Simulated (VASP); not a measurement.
## GeC5N8: single point with r2SCAN

GeC5N8:

```xyz
14
Lattice="6.5588 0.0000 0.1067 0.0000 2.5147 0.0000 -3.1874 0.0000 5.8728" Properties=species:S:1:pos:R:3 pbc="T T T"
Ge    1.2639    1.2573    4.9877
C     4.6968    0.0000    1.5337
C     3.2010    0.0000    3.4175
C     0.1221    1.2573    2.3897
C    -1.4166    1.2573    4.4960
C     2.0912    0.0000    1.0771
N    -0.0987    1.2573    3.8613
N     3.3271    0.0000    1.9449
N     2.5095    1.2573    3.7135
N     1.7630    0.0000    6.0541
N    -2.1657    0.0000    4.2075
N     5.3060    1.2573    2.0819
N     0.8295    0.0000    1.8970
N     2.1701    1.2573    0.1950
```

```
Program             : VASP 6.6.1
Task                : single point
Functional          : r2SCAN
Potentials or basis : VASP PAW PBE potentials, release 64 (Ge_d, C, N)
Cutoff              : 520 eV
k mesh              : 4 × 10 × 4
Occupations         : gaussian, width 0.01 eV
Spin                : no spin polarisation
```

```
Pressure               : 1.0 GPa
Largest force          : 0.060 eV/Å
Band gap on the k mesh : 2.97 eV (least direct gap 3.16 eV)
```

Forces in eV/Å, atoms in the order of the input:
```
Ge  -0.012  0.000  0.006
C    0.013  0.000  0.045
C    0.008  0.000  0.006
C    0.051  0.000 -0.007
C   -0.021  0.000  0.045
C    0.000  0.000  0.003
N    0.016  0.000 -0.017
N   -0.033  0.000 -0.017
N   -0.035  0.000  0.006
N    0.035  0.000 -0.048
N   -0.012  0.000  0.003
N   -0.024  0.000  0.016
N    0.007  0.000 -0.007
N    0.007  0.000 -0.034
```

Stress tensor (GPa, compression positive):
```
1.11 0.00 0.00
0.00 0.87 0.00
0.00 0.00 1.15
```

Levels at points of the mesh, in eV from the valence-band top:
```
           k point  band 35  band 36  band 37  band 38  band 39  band 40
(0.00, 0.00, 0.00)    -0.86    -0.35     0.00     3.16     3.35     3.95
(0.50, 0.00, 0.00)    -0.82    -0.20    -0.06     3.45     3.98     4.09
(0.00, 0.50, 0.00)    -2.44    -2.02    -1.80     2.97     3.50     4.14
(0.50, 0.50, 0.00)    -2.29    -1.61    -1.28     3.18     3.78     4.47
(0.00, 0.00, 0.50)    -0.67    -0.18    -0.09     3.61     3.91     4.07
(0.50, 0.00, 0.50)    -0.95    -0.23    -0.03     3.17     3.66     3.73
(0.00, 0.50, 0.50)    -1.99    -1.99    -1.74     3.37     3.72     4.43
(0.50, 0.50, 0.50)    -2.06    -1.91    -1.52     3.24     3.60     4.68
```

Wall time 13 min on 1 thread of Intel(R) Xeon(R) Platinum 8488C (Sapphire Rapids), on a shared host, peak memory 0.37 GiB.

Caveat: the PAW data sets were made with another functional, which shifts forces and pressure a little. A k mesh can miss the band edges.
